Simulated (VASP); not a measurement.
# Li: single point with PBE

Li:

```
CELL_PARAMETERS angstrom
2.27069 0.00000 0.00000
-1.13535 1.96648 0.00000
0.00000 0.00000 2.04470
ATOMIC_POSITIONS crystal
Li 0.00000 0.00000 0.00000
```

This isn't the form of Li at room conditions, which is bcc.

```json
{
 "Program": "VASP 6.6.1",
 "Task": "single point",
 "Functional": "PBE",
 "Potentials or basis": "VASP PAW PBE potentials, release 64 (Li_sv)",
 "Cutoff": "520 eV",
 "k mesh": "16 × 16 × 15",
 "Occupations": "fermi-dirac, width 0.1 eV",
 "Spin": "no spin polarisation"
}
```

```yaml
Band_gap_on_the_k_mesh: zero (an odd number of electrons rules out a gap without spin polarisation)
```

Levels at points of the mesh, in eV from the Fermi level:
| k point | band 1 | band 2 | band 3 | band 4 | band 5 | band 6 | band 7 |
| --- | --- | --- | --- | --- | --- | --- | --- |
| (0.00, 0.00, 0.00) | -45.96 | -3.92 | 22.10 | 22.91 | 22.91 | 25.90 | 29.01 |
| (0.50, 0.00, 0.00) | -45.68 | -0.84 | 6.60 | 15.99 | 23.21 | 28.34 | 34.47 |

Run time: 25 s on 1 thread of Intel Xeon 8259CL, with other jobs on the host, peak memory 0.12 GiB.
